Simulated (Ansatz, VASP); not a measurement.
## Cs: VASP beside Ansatz

INCAR

```
PREC     = Accurate       # precision mode
ENCUT    = 520            # plane-wave cutoff, eV
EDIFF    = 1E-7           # SCF threshold, eV
ISMEAR   = -1             # smearing method
SIGMA    = 0.1            # smearing width, eV
LREAL    = F              # projectors in reciprocal space
LASPH    = T              # aspherical terms in the spheres
NELM     = 60             # most SCF steps
ALGO     = Normal         # electronic algorithm
ISIF     = 2              # what is computed and relaxed
LWAVE    = F              # write WAVECAR
LCHARG   = T              # write CHGCAR
GGA      = PS             # functional
LELF     = T              # ELF
LVHAR    = T            
NBANDS   = 20             # bands
```

Contents of KPOINTS:

```
regular mesh
0
Gamma
  6 6 8
```

The input POSCAR:

```
Cs
1.0
    0.0000000000      6.0449950640     -6.0449950640
   -6.0449950640      0.0000000000      6.0449950640
    3.0224975320      3.0224975320      3.0224975320
Cs
3
Direct
    0.0000000000      0.0000000000      0.0000000000
    0.3333333330      0.6666666670      0.3333333330
    0.6666666670      0.3333333330      0.6666666670
```

Input for Ansatz:

```yaml
crystal:
  lattice:
    - [0.0, 6.044995064, -6.044995064]
    - [-6.044995064, 0.0, 6.044995064]
    - [3.022497532, 3.022497532, 3.022497532]
  atoms:
    - { symbol: Cs, position: [0.0, 0.0, 0.0] }
    - { symbol: Cs, position: [0.333333333, 0.666666667, 0.333333333] }
    - { symbol: Cs, position: [0.666666667, 0.333333333, 0.666666667] }
kpoints:
  mp_grid: { grid: [6, 6, 8] }
scf:
  occupations: { method: fermi_dirac, width: 0.1 }
hamiltonian:
  xc: pbesol
  pseudopotentials: { kind: all_electron, lapw: { basis_error: 0.001 } }
output:
  forces: true
  stress: true
  eigenvalues: true
```

Alike in both runs: task single point; functional PBEsol; k mesh 6 × 6 × 8; occupations fermi-dirac, width 0.1 eV; no spin polarisation.

|  | VASP | Ansatz |
| --- | --- | --- |
| version | VASP 6.6.1 | Ansatz 0.2.0 |
| potentials or method | VASP PAW PBE potentials, release 64 (Cs_sv), cutoff 520 eV | all-electron LAPW, scalar-relativistic |

|  | VASP | Ansatz | Ansatz less VASP |
| --- | --- | --- | --- |
| pressure (GPa) | 0.0 | 0.0 | +0.01 |

VASP's potentials were made for PBE, not for PBEsol. Ansatz ran all-electron here, and VASP with PAW potentials.

Neither program's run includes spin-orbit coupling.
